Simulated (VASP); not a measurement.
Cu:

```
Cu
1.0
     0.00000    3.61500    3.61500
     3.61500    0.00000    3.61500
     3.61500    3.61500    0.00000
Cu
8
Direct
  0.00000 0.00000 0.00000
  0.00000 0.00000 0.50000
  0.00000 0.50000 0.00000
  0.00000 0.50000 0.50000
  0.50000 0.00000 0.00000
  0.50000 0.00000 0.50000
  0.50000 0.50000 0.00000
  0.50000 0.50000 0.50000
```

Base run:

```yaml
Program: VASP 6.6.1
Functional: PBEsol
Potentials_or_basis: VASP PAW PBE potentials, release 64 (Cu)
Cutoff: 520 eV
k_mesh: 8 × 8 × 8
Occupations: fermi-dirac, width 0.05 eV
Spin: no spin polarisation
```

Its results: band gap on the k mesh zero (bands 44 and 45 overlap by 1.96 eV); pressure -5.7 GPa.

Problem. The run is repeated on the same cell with these changes: k mesh from 8 × 8 × 8 to 4 × 4 × 4. What comes out?

Solution. Band gap on the k mesh zero (bands 44 and 45 overlap by 1.97 eV); pressure -5.0 GPa.

Caveats: some runs use coarse meshes; the PAW data sets were made with another functional, which shifts forces and pressure a little; the cell stands under tension (at least some runs).
